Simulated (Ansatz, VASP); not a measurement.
**V: VASP beside Ansatz**

INCAR

```
ALGO = Normal ; EDIFF = 1E-7
ENCUT = 520 ; GGA = PS
ISIF = 2 ; ISMEAR = 1
ISPIN = 2 ; LASPH = T
LCHARG = F ; LMAXMIX = 4
LORBIT = 11 ; LREAL = F
LWAVE = F ; MAGMOM = 1.5 1.5
NBANDS = 24 ; NELM = 150
PREC = Accurate ; SIGMA = 0.2
```

KPOINTS

```
k-points
0
Gamma
  13 13 6
```

POSCAR

```
V
1.0
    2.6719681614      0.0000000000      0.0000000000
   -1.3359840807      2.3139923064      0.0000000000
    0.0000000000      0.0000000000      4.8460745688
V
2
Direct
    0.6666666667      0.3333333333      0.7500000000
    0.3333333333      0.6666666667      0.2500000000
```

Input for Ansatz:

```yaml
crystal:
  lattice:
    - [2.671968161443222, 0.0, 0.0]
    - [-1.335984080721611, 2.313992306399418, 0.0]
    - [0.0, 0.0, 4.846074568843274]
  atoms:
    - { symbol: V, position: [0.6666666666666666, 0.3333333333333333, 0.75], spin: 1.5 }
    - { symbol: V, position: [0.3333333333333333, 0.6666666666666666, 0.25], spin: 1.5 }
basis:
  ecutwfc: 500.0
kpoints:
  mp_grid:
    grid: [13, 13, 6]
hamiltonian:
  xc: pbesol
magnetization:
  spin_polarized: true
scf:
  n_extra_bands: 4
  convergence:
    dr2_threshold: 1.0e-08
  mixing:
    algorithm: broyden
    beta: 0.6
    ndim: 8
  occupations:
    method: cold
    width: 0.2
```

Alike in both runs: task single point; functional PBEsol; k mesh 13 × 13 × 6; collinear spin.

|  | VASP | Ansatz |
| --- | --- | --- |
| version | VASP 6.6.1 | Ansatz 0.2.0 |
| potentials or method | VASP PAW PBE potentials, release 64 (V_sv), cutoff 520 eV | plane waves, PAW |
| occupations | methfessel-paxton of order 1, width 0.2 eV | cold, width 0.2 eV |
| valence electrons in the cell | 26 | 26 |

|  | VASP | Ansatz | Ansatz less VASP |
| --- | --- | --- | --- |
| net moment per atom (μB) | 0.00 | 0.00 | 0.000 |

VASP's potentials were made for PBE, not for PBEsol. Ansatz's warnings: moment headroom below auto, seeded moment not kept, stability check not made.
